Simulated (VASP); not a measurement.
Write the native input for VASP 6.6.1 that does the following.

```yaml
Task: single point
Functional: b88 exchange, pbe correlation
Potentials_or_basis: VASP PAW PBE potentials, release 64 (Ni, O)
Cutoff: 600 eV
k_mesh: 11 × 11 × 11
Occupations: fermi-dirac, width 0.05 eV
Spin: collinear spin, ferromagnetic start
Starting_moments: "[1.0, 0.0] μB"
Dipole_correction: no
Further_INCAR_settings: ALGO = Normal; EDIFF = 1e-06; NBANDS = 19
```

The structure of NiO lies in POSCAR:

```
NiO
1.0
    0.0000000000      2.0719018797      2.0719018797
    2.0719018797      0.0000000000      2.0719018797
    2.0719018797      2.0719018797      0.0000000000
Ni O
1 1
Direct
    0.0000000000      0.0000000000      0.0000000000
    0.5000000000      0.5000000000      0.5000000000
```

The input as run:

INCAR

```
  ALGO = Normal
  EDIFF = 1E-6
  ENCUT = 600
  GGA = LIBXC
  GGA_COMPAT = F
  ISIF = 2
  ISMEAR = -1
  ISPIN = 2
  LASPH = T
  LCHARG = F
  LIBXC1 = GGA_X_B88
  LIBXC2 = GGA_C_PBE
  LMAXMIX = 4
  LORBIT = 11
  LREAL = F
  LWAVE = F
  MAGMOM = 1 0
  NBANDS = 19
  NELM = 200
  PREC = Accurate
  SIGMA = 0.05
```

KPOINTS

```
k-points
0
Gamma
  11 11 11
```

Potentials or basis: VASP PAW PBE potentials, release 64 (Ni, O).

Command:

```console
$ cat potpaw_PBE.64/Ni/POTCAR potpaw_PBE.64/O/POTCAR > POTCAR
$ mpirun -np 1 vasp_std > vasp.out
```

It gave:

The pressure is 8.2 GPa. The net moment is 1.61 μB per cell and the site moments are Ni +1.34; O +0.24 μB. The valence electrons inside the program's atomic spheres are Ni 9.04; O 4.98.

Caveat: the cell stands under pressure; the PAW data sets were made with another functional, which shifts forces and pressure a little; a cell with one magnetic atom can't hold antiferromagnetic order, which such compounds often take.

Wall time 88 s on 1 thread of Intel Xeon 8259CL, with other jobs on the host, peak memory 0.17 GiB.
